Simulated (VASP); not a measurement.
## CdInS2: single point with PBE

The system is CdInS2.

```
CELL_PARAMETERS angstrom
3.86950 0.00000 0.00000
-1.93475 3.35108 0.00000
0.00000 0.00000 6.81053
ATOMIC_POSITIONS crystal
Cd 0.00000 0.00000 0.00000
In 0.00000 0.00000 0.50000
S 0.66667 0.33333 0.75505
S 0.33333 0.66667 0.24495
```

```
Program                : VASP 6.6.1
Task                   : single point
Functional             : PBE
Potentials or basis    : VASP PAW PBE potentials, release 64 (Cd, In_d, S)
Cutoff                 : 520 eV
k mesh                 : 2 × 2 × 1
Occupations            : fermi-dirac, width 0.05 eV
Spin                   : no spin polarisation
Dipole correction      : no
Further INCAR settings : ALGO = Normal; EDIFF = 1e-07; NBANDS = 26
```

```json
{
  "Pressure": "4.3 GPa",
  "Largest force": "0.235 eV/Å",
  "Band gap on the k mesh": "zero (an odd number of electrons rules out a gap without spin polarisation)"
}
```

Forces in eV/Å, atoms in the order of the input:
```
Cd   0.000  0.000  0.000
In   0.000  0.000  0.000
S    0.000  0.000 -0.235
S    0.000  0.000  0.235
```

Stress tensor (GPa, compression positive):
```
6.32 0.00 0.00
0.00 6.32 0.00
0.00 0.00 0.20
```

Levels at points of the mesh, in eV from the Fermi level:
| k point | band 16 | band 17 | band 18 | band 19 | band 20 | band 21 |
| --- | --- | --- | --- | --- | --- | --- |
| (0.00, 0.00, 0.00) | -1.85 | -1.77 | -1.34 | -1.34 | 1.95 | 4.51 |
| (0.50, 0.00, 0.00) | -3.41 | -3.09 | -1.49 | 0.03 | 1.94 | 2.05 |

Wall time 13 s on 1 thread of Intel Xeon 8259CL, with other jobs on the host, peak memory 0.21 GiB.

Caveat: the k points lie up to 0.94 Å⁻¹ apart, too coarse for converged energies and pressures of a metal; spin-orbit coupling is left out, which moves the levels of the heavy elements.
